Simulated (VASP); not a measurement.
Write the native input for VASP 6.6.1 that does the following.

```
Task                   : relaxation of cell and atoms
Functional             : PBE
Potentials or basis    : VASP PAW PBE potentials, release 64 (Re, Rh_pv, O)
Cutoff                 : 600 eV
k mesh                 : 6 × 6 × 4
Occupations            : gaussian, width 0.1 eV
Spin                   : collinear spin, ferromagnetic start
Starting moments       : [1.0, 1.0, 0.0] μB
Dipole correction      : no
Further INCAR settings : ALGO = Normal; EDIFF = 1e-06; IBRION = 2; EDIFFG = -0.04; NSW = 90; ISIF = 3
```

The structure of ReRhO lies in POSCAR:

```
ReRhO
1.0
    2.9268192700      0.0000000000      0.0000000000
    0.0000000000      2.9268192700      0.0000000000
    0.0000000000      0.0000000000      4.1113016600
Re Rh O
1 1 1
Direct
    0.5000000000      0.5000000000      0.0000000000
    0.0000000000      0.0000000000      0.0000000000
    0.5000000000      0.5000000000      0.5000000000
```

The cell was generated, and may not be a known phase.

One way to write it, as run:

INCAR

```
SYSTEM = ReRhO
PREC = Accurate
ENCUT = 600
EDIFF = 1E-6
ISMEAR = 0
SIGMA = 0.1
LREAL = .False.
LASPH = .True.
NELM = 150
ALGO = Normal
ISIF = 3
LWAVE = .False.
LCHARG = .False.
ISPIN = 2
MAGMOM = 1 1 0
LORBIT = 11
LMAXMIX = 4
GGA = PE
IBRION = 2
NSW = 90
EDIFFG = -0.04
```

KPOINTS

```
regular mesh
0
Gamma
  6 6 4
  0 0 0
```

Potentials or basis: VASP PAW PBE potentials, release 64 (Re, Rh_pv, O).

Launch:

```sh
$ cat potpaw_PBE.64/Re/POTCAR potpaw_PBE.64/Rh_pv/POTCAR potpaw_PBE.64/O/POTCAR > POTCAR
$ mpirun -np 1 vasp_std > vasp.out
```

It gave:

The relaxed volume is 16.00 Å³/atom, the relaxed cell is a = 3.572 Å, b = 3.572 Å, c = 3.762 Å, α = 90.00°, β = 90.00°, γ = 90.00° and the space group after relaxing (to 0.1 Å) is P4/mmm (No. 123). The pressure after relaxing is 0.1 GPa, the band gap on the k mesh is zero (filled and empty bands overlap) and the net moment is 0.00 μB per cell. The valence electrons inside the program's atomic spheres are Re 6.03; Rh 13.87; O 5.02.

Caveat: the k points lie up to 0.42 Å⁻¹ apart in the final cell, too coarse for converged energies and pressures of a metal; the volume moved by over 15 % at a fixed basis, so the end points are rough; spin-orbit coupling is left out, which moves the levels of the heavy elements.

Wall time 10 min on 1 thread of Intel(R) Xeon(R) 6975P-C (Granite Rapids), on a shared host, peak memory 0.21 GiB.
